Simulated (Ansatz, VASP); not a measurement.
One calculation of H, two programs

INCAR

```
ALGO = Normal
EDIFF = 1E-6
EDIFFG = -0.005
ENCUT = 600
GGA = PE
IBRION = 2
ISIF = 3
ISMEAR = 0
LASPH = T
LCHARG = F
LREAL = F
LWAVE = F
NELM = 80
NSW = 100
PREC = Accurate
SIGMA = 0.02
```

File KPOINTS:

```
k-points
0
Gamma
  8 8 4
```

POSCAR

```
H
1.0
    1.7730092805     -2.8512325502      0.0000000000
    1.7730092805      2.8512325502      0.0000000000
    0.0000000000      0.0000000000      6.7754939042
H
4
Direct
    0.5539494993      0.4460505007      0.9682905643
    0.4460505007      0.5539494993      0.0317094357
    0.4460505007      0.5539494993      0.4682905643
    0.5539494993      0.4460505007      0.5317094357
```

Input for Ansatz:

```yaml
crystal:
  lattice:
    - [1.7729926622, -2.8512311772, 0.0]
    - [1.7729926622, 2.8512311772, 0.0]
    - [0.0, 0.0, 6.7755532558]
  atoms:
    - { symbol: H, position: [0.5539446126, 0.4460553874, 0.9682845208] }
    - { symbol: H, position: [0.4460553874, 0.5539446126, 0.0317154792] }
    - { symbol: H, position: [0.4460553874, 0.5539446126, 0.4682845208] }
    - { symbol: H, position: [0.5539446126, 0.4460553874, 0.5317154792] }
basis:
  ecutwfc: 420
kpoints:
  mp_grid: { grid: [8, 8, 4] }
hamiltonian:
  xc: pbe
scf:
  occupations: { method: gaussian, width: 0.02 }
output:
  forces: true
  stress: true
  eigenvalues: true
relax:
  adjacent_minimum: "off"
  f_tol: 0.005
  max_steps: 80
  cell: { stress_tol: 0.05 }
```

Alike in both runs: task relaxation of cell and atoms; functional PBE; k mesh 8 × 8 × 4; occupations gaussian, width 0.02 eV; no spin polarisation.

```csv
,VASP,Ansatz
version,VASP 6.6.1,Ansatz 0.2.0
potentials or method,"VASP PAW PBE potentials, release 64 (H), cutoff 600 eV","scalar-relativistic, plane waves, PAW"
valence electrons in the cell,4,4
```

Ansatz gave:

- gap on the k mesh at the Fermi level, each at its own relaxed structure (eV): 8.81
- relaxed volume (Å³/atom): 17.13
- relaxed cell length with the largest relative difference (Å): 3.358

Question: Estimate VASP's values.

Answer: gap on the k mesh at the Fermi level, each at its own relaxed structure (eV): 8.81; relaxed volume (Å³/atom): 17.12; relaxed cell length with the largest relative difference (Å): 3.357.
